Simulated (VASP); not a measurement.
Crystal: Rh.

```
Rh
1.0
     0.00000    1.89785    1.89785
     1.89785    0.00000    1.89785
     1.89785    1.89785    0.00000
Rh
1
Direct
  0.00000 0.00000 0.00000
```

Base run:

| Property | Result |
| --- | --- |
| Program | VASP 6.6.1 |
| Functional | r2SCAN |
| Potentials or basis | VASP PAW PBE potentials, release 64 (Rh_pv) |
| Cutoff | 550 eV |
| k mesh | 12 × 12 × 12 |
| Occupations | fermi-dirac, width 0.1 eV |
| Spin | no spin polarisation |

Its results: pressure 2.3 GPa.

Problem. After a change of settings the same cell gave: pressure -3.4 GPa. Which change was it?
A. functional from r2SCAN to BLYP; cutoff from 550 eV to 500 eV
B. functional from r2SCAN to revPBE; cutoff from 550 eV to 500 eV
C. functional from r2SCAN to PBEsol; cutoff from 550 eV to 500 eV
D. functional from r2SCAN to LDA; potentials or basis from VASP PAW PBE potentials, release 64 (Rh_pv) to VASP PAW LDA potentials, release 64 (Rh_pv); cutoff from 550 eV to 500 eV

Solution. C.

Caveats: the PAW data sets were made with another functional, which shifts forces and pressure a little.
